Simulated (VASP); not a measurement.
Wanted: the native input for a VASP 6.6.1 run.

```
Task                   : single point
Functional             : PBE
Potentials or basis    : VASP PAW PBE potentials, release 64 (O)
Cutoff                 : 520 eV
k mesh                 : 14 × 14 × 14
Occupations            : methfessel-paxton, width 0.1112 eV
Spin                   : no spin polarisation
Dipole correction      : no
Further INCAR settings : ALGO = Normal; EDIFF = 1e-06; NBANDS = 9
```

The structure of O lies in POSCAR:

```
O
1.0
   -1.2269760000      1.2269760000      1.2269760000
    1.2269760000     -1.2269760000      1.2269760000
    1.2269760000      1.2269760000     -1.2269760000
O
1
Direct
    0.0000000000      0.0000000000      0.0000000000
```

These files were run (other wordings do the same):

INCAR

```
ALGO = Normal
EDIFF = 1E-6
ENCUT = 520
GGA = PE
ISIF = 2
ISMEAR = 1
LASPH = T
LCHARG = F
LREAL = F
LWAVE = F
NBANDS = 9
NELM = 100
PREC = Accurate
SIGMA = 0.1112
```

KPOINTS

```
k-points
0
Gamma
  14 14 14
```

Potentials or basis: VASP PAW PBE potentials, release 64 (O).

The run is started by

```console
$ cat potpaw_PBE.64/O/POTCAR > POTCAR
$ mpirun -np 1 vasp_std > vasp.out
```

It gave:

```
Pressure               : 8.3 GPa
Band gap on the k mesh : zero (band 3 reaches 4.97 eV, above the bottom of band 4 at -0.24 eV)
```

It took 3.1 s on 1 thread of Intel(R) Xeon(R) 6975P-C (Granite Rapids), with other jobs on the host, peak memory 0.1 GiB.
